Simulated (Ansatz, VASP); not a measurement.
## One calculation of CdS, two programs

The input POSCAR:

```
CdS
1.0
    0.1945820858      2.9809577542      2.9809577542
    2.9809577542      0.1945820858      2.9809577542
    2.9809577542      2.9809577542      0.1945820858
Cd S
1 1
Direct
    0.0074250780      0.0074250780      0.0074250780
    0.2425749220      0.2425749220      0.2425749220
```

Contents of INCAR.step1:

```
SYSTEM = CdS
ALGO     = Normal         ! electronic algorithm
EDIFF    = 1E-4           ! SCF threshold, eV
ENCUT    = 520            ! plane-wave cutoff, eV
GGA      = PE             ! functional
ISMEAR   = 0              ! smearing method
LASPH    = .TRUE.         ! aspherical terms in the spheres
LCHARG   = .FALSE.        ! write CHGCAR
LREAL    = .FALSE.        ! projectors in reciprocal space
LWAVE    = .TRUE.         ! write WAVECAR
NBANDS   = 16             ! bands
NELM     = 100            ! most SCF steps
PREC     = Accurate       ! precision mode
SIGMA    = 0.01           ! smearing width, eV
```

The input INCAR.step2:

```
SYSTEM = CdS
ALGO     = Normal         ! electronic algorithm
EDIFF    = 1E-6           ! SCF threshold, eV
ENCUT    = 520            ! plane-wave cutoff, eV
ISIF     = 2              ! what is computed and relaxed
ISMEAR   = 0              ! smearing method
ISTART   = 1            
LASPH    = .TRUE.         ! aspherical terms in the spheres
LCHARG   = .TRUE.         ! write CHGCAR
LELF     = .TRUE.         ! ELF
LMIXTAU  = .TRUE.       
LREAL    = .FALSE.        ! projectors in reciprocal space
LVHAR    = .TRUE.       
LWAVE    = .FALSE.        ! write WAVECAR
METAGGA  = R2SCAN         ! meta-GGA
NBANDS   = 16             ! bands
NELM     = 100            ! most SCF steps
PREC     = Accurate       ! precision mode
SIGMA    = 0.01           ! smearing width, eV
```

KPOINTS

```
k-points
0
G
  8 8 8
  0 0 0
```

Input for Ansatz:

```yaml
crystal:
  lattice:
    - [0.1945820858, 2.9809577542, 2.9809577542]
    - [2.9809577542, 0.1945820858, 2.9809577542]
    - [2.9809577542, 2.9809577542, 0.1945820858]
  atoms:
    - { symbol: Cd, position: [0.007425078, 0.007425078, 0.007425078] }
    - { symbol: S, position: [0.242574922, 0.242574922, 0.242574922] }
kpoints:
  mp_grid: { grid: [8, 8, 8] }
  band_path:
    path:
      - [0.0, 0.0, 0.0]
      - [-0.5, -0.5, 0.0]
      - [-0.375, -0.375, 0.25]
      - [-0.375, 0.0, 0.375]
      - [0.0, 0.0, 0.5]
      - [-0.5, -0.25, 0.25]
    npoints: 1
hamiltonian:
  xc: r2scan
scf:
  occupations: { method: fixed }
  n_extra_bands: 4
output:
  forces: true
  stress: true
  eigenvalues: true
```

Change from the starting cell: epitaxial_111 strain -5.2%.

Alike in both runs: task single point; functional r2SCAN; k mesh 8 × 8 × 8; no spin polarisation.

|  | VASP | Ansatz |
| --- | --- | --- |
| version | VASP 6.6.1 | Ansatz 0.2.0 |
| potentials or method | VASP PAW PBE potentials, release 64 (Cd, S) | plane waves, PAW |
| plane-wave cutoff (eV) | 520 | 500 |
| occupations | gaussian, width 0.01 eV | fixed |
| valence electrons in the cell | 18 | 26 |

VASP gave:

```
gap on the k mesh at the Fermi level (eV)                     : 1.35
pressure (GPa)                                                : 4.0
traceless stress, the component that is largest in VASP (GPa) : -1.79
rms of the force components (eV/Å)                            : 0.009
```

What did Ansatz give for the same quantities?

gap on the k mesh at the Fermi level (eV): 1.36; pressure (GPa): 3.6; traceless stress, the component that is largest in VASP (GPa): -1.78; rms of the force components (eV/Å): 0.004.

VASP's potentials were made for PBE, not for r2SCAN. Atom by atom the forces differ by 0.005 eV/Å (rms over components). VASP's potentials hold 18 valence electrons a cell and Ansatz's 26, so a difference there can come from the potentials and not from the codes.
